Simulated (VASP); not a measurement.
Crystal: NaLaMnMoO6.

```
Na La Mn Mo O
1.0
     4.72242   -2.73688    0.00000
     4.72242    2.73688    0.00000
    -3.17602    0.00000    4.47137
Na La Mn Mo O
1 1 1 1 6
Cartesian
  -0.0016 0.0000 3.3293
  6.2782 0.0000 1.1495
  3.1293 0.0000 2.2320
  0.0068 0.0000 0.0051
  4.1287 1.3576 1.2752
  4.1287 -1.3576 1.2752
  1.7826 0.0000 0.8395
  4.4861 0.0000 3.6274
  2.1339 1.3554 3.1981
  2.1339 -1.3554 3.1981
```

```yaml
Program: VASP 6.6.1
Task: relaxation of cell and atoms
Functional: PBEsol
Potentials_or_basis: VASP PAW PBE potentials, release 64 (Na_pv, La, Mn_pv, Mo_sv, O)
Cutoff: 600 eV
k_mesh: 6 × 6 × 6
Occupations: fermi-dirac, width 0.05 eV
Spin: collinear spin, ferromagnetic start
Starting_moments: "[0.0, 0.0, 4.0, 1.0, 0.0, 0.0, 0.0, 0.0, 0.0, 0.0] μB"
```

At the start: pressure -6.2 GPa; volume 11.56 Å³/atom.

Problem. How do energy, volume and symmetry change on relaxing?

Solution. Over 14 steps the energy falls by 9.0 meV/atom and the volume is 11.10 Å³/atom (-3.9 %); space group Cm (No. 8, to 0.1 Å) before and after; moment 1.52 μB per cell.

The path:
| step | energy change (eV) | largest force (eV/Å) | pressure (GPa) | volume (Å³) |
| --- | --- | --- | --- | --- |
| 1 | 0.0000 | 0.2028 | -6.17 | 115.58 |
| 2 | -0.0055 | 0.6875 | 6.29 | 108.30 |
| 3 | -0.0787 | 0.2736 | -0.36 | 111.77 |
| 4 | -0.0880 | 0.0701 | 0.17 | 111.04 |
| 5 | -0.0880 | 0.0698 | 0.16 | 111.04 |
| 6 | -0.0887 | 0.0549 | -0.16 | 111.17 |
| 7 | -0.0888 | 0.0520 | -0.38 | 111.27 |
| 8 | -0.0892 | 0.0393 | -0.28 | 111.21 |
| 9 | -0.0897 | 0.0369 | -0.01 | 111.04 |
| 10 | -0.0898 | 0.0353 | 0.01 | 111.02 |
| 11 | -0.0900 | 0.0431 | 0.10 | 110.96 |
| 12 | -0.0901 | 0.0273 | 0.05 | 110.99 |
| 13 | -0.0902 | 0.0208 | -0.06 | 111.05 |
| 14 | -0.0903 | 0.0134 | -0.01 | 111.03 |

Final structure:
```
Na La Mn Mo O
1.0
     4.66098   -2.69784    0.00342
     4.66098    2.69784    0.00342
    -3.13146    0.00000    4.41260
Na La Mn Mo O
1 1 1 1 6
Cartesian
  -0.0023 0.0000 3.2868
  6.2035 0.0000 1.1357
  3.0902 0.0000 2.2063
  0.0060 0.0000 0.0046
  4.0597 1.3363 1.2626
  4.0597 -1.3363 1.2626
  1.7588 0.0000 0.8414
  4.4375 0.0000 3.5653
  2.1205 1.3276 3.1652
  2.1205 -1.3276 3.1652
```

Caveat: the PAW data sets were made with another functional, which shifts forces and pressure a little; a cell with one magnetic atom can't hold antiferromagnetic order, which such compounds often take.
